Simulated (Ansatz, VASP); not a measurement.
One calculation of AlN, two programs

The input INCAR:

```
PREC = Accurate
ENCUT = 600
EDIFF = 1E-6
ISMEAR = 0
SIGMA = 0.02
LREAL = F
LASPH = T
NELM = 80
ALGO = Normal
ISIF = 3
LWAVE = F
LCHARG = F
GGA = PE
IBRION = 2
NSW = 100
EDIFFG = -0.002
```

Contents of KPOINTS:

```
Automatic mesh
0
Gamma
  9 9 6
```

Contents of POSCAR:

```
AlN
1.0
    3.1120000000      0.0000000000      0.0000000000
   -1.5560000000      2.6950710566      0.0000000000
    0.0000000000      0.0000000000      4.9820000000
Al N
2 2
Direct
    0.3333333333      0.6666666667      0.0000000000
    0.6666666667      0.3333333333      0.5000000000
    0.3333333333      0.6666666667      0.3820000000
    0.6666666667      0.3333333333      0.8820000000
```

Input for Ansatz:

```yaml
crystal:
  lattice:
    - [3.112, 0.0, 0.0]
    - [-1.556, 2.6950710566, 0.0]
    - [0.0, 0.0, 4.982]
  atoms:
    - { symbol: Al, position: [0.3333333333, 0.6666666667, 0.0] }
    - { symbol: Al, position: [0.6666666667, 0.3333333333, 0.5] }
    - { symbol: "N", position: [0.3333333333, 0.6666666667, 0.382] }
    - { symbol: "N", position: [0.6666666667, 0.3333333333, 0.882] }
basis:
  ecutwfc: 420
kpoints:
  mp_grid: { grid: [9, 9, 6] }
hamiltonian:
  xc: pbe
  pseudopotentials: { kind: paw, azcp: { folder: soft_1 } }
scf:
  occupations: { method: gaussian, width: 0.02 }
output:
  forces: true
  stress: true
  eigenvalues: true
relax:
  adjacent_minimum: "off"
  f_tol: 0.002
  max_steps: 80
  cell: { stress_tol: 0.02 }
```

Alike in both runs: task relaxation of cell and atoms; functional PBE; k mesh 9 × 9 × 6; occupations gaussian, width 0.02 eV; no spin polarisation.

```csv
,VASP,Ansatz
version,VASP 6.6.1,Ansatz 0.2.0
potentials or method,"VASP PAW PBE potentials, release 64 (Al, N), cutoff 600 eV","scalar-relativistic, plane waves, PAW"
valence electrons in the cell,16,16
```

VASP gave:

| Item | Value |
| --- | --- |
| gap on the k mesh at the Fermi level, each at its own relaxed structure (eV) | 4.06 |
| relaxed volume (Å³/atom) | 10.62 |
| relaxed cell length with the largest relative difference (Å) | 3.128 |

Task: Which values does Ansatz return?

Result: gap on the k mesh at the Fermi level, each at its own relaxed structure (eV): 4.04; relaxed volume (Å³/atom): 10.64; relaxed cell length with the largest relative difference (Å): 3.130.
